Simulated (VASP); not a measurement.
Crystal: Si2Ni.

```
Si Ni
1.0
     0.00000    2.60956    2.60956
     2.60956    0.00000    2.60956
     2.60956    2.60956    0.00000
Si Ni
2 1
Direct
  0.25000 0.25000 0.25000
  0.75000 0.75000 0.75000
  0.00000 0.00000 0.00000
```

Base run:

| Property | Result |
| --- | --- |
| Program | VASP 6.6.1 |
| Functional | PBE |
| Potentials or basis | VASP PAW PBE potentials, release 64 (Si, Ni) |
| Cutoff | 520 eV |
| k mesh | 14 × 14 × 14 |
| Occupations | gaussian, width 0.15 eV |
| Spin | collinear spin, ferromagnetic start |
| Starting moments | [0.0, 0.0, 0.5] μB |
| Fixed moment | 0.5 μB |

Its results: pressure 26.2 GPa; site moments Si +0.07; Ni +0.24 μB.

Problem. The run is repeated on the same cell with these changes: fixed moment from 0.5 μB to 0.375 μB; moments at the start from [0.0, 0.0, 0.5] to [0.0, 0.0, 0.38]. What comes out?

Solution. Pressure 25.4 GPa; site moments Si +0.05; Ni +0.19 μB.

Caveats: the cell stands under pressure; the total moment is fixed, so each spin has its own Fermi level and the state may be an excited one.
